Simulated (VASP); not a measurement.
# Cd: single point with r2SCAN

The system is Cd.

```
CELL_PARAMETERS angstrom
2.94248 0.00000 0.00000
-1.47124 2.54826 0.00000
0.00000 0.00000 5.65572
ATOMIC_POSITIONS crystal
Cd 0.33333 0.66667 0.25000
Cd 0.66667 0.33333 0.75000
```

```
Program                : VASP 6.6.1
Task                   : single point
Functional             : r2SCAN
Potentials or basis    : VASP PAW PBE potentials, release 64 (Cd)
Cutoff                 : 520 eV
k mesh                 : 18 × 18 × 8
Occupations            : fermi-dirac, width 0.05 eV
Spin                   : no spin polarisation
Dipole correction      : no
Further INCAR settings : ALGO = Normal; EDIFF = 1e-06; NBANDS = 19
```

* Pressure: 2.4 GPa
* Band gap on the k mesh: zero (bands 12 and 13 overlap by 4.94 eV)

Stress tensor (GPa, compression positive):
```
2.50 0.00 0.00
0.00 2.50 0.00
0.00 0.00 2.21
```

Levels at points of the mesh, in eV from the Fermi level:
```tsv
k point	band 9	band 10	band 11	band 12	band 13	band 14	band 15	band 16
(0.00, 0.00, 0.00)	-9.26	-9.03	-9.03	-3.47	-3.33	10.51	15.13	15.29
(0.50, 0.00, 0.00)	-8.70	-8.68	-2.52	-1.90	1.95	3.16	3.35	5.47
(0.00, 0.00, 0.50)	-9.13	-9.13	-7.86	-7.86	3.54	3.54	15.60	15.60
(0.50, 0.00, 0.50)	-8.69	-8.69	-1.75	-1.75	0.22	0.22	8.35	8.35
```

Wall time 5 min on 1 thread of AMD EPYC 9R45 96-Core Processor (Zen 5), on a shared host, peak memory 0.23 GiB.

Caveat: the PAW data sets were made with another functional, which shifts forces and pressure a little.
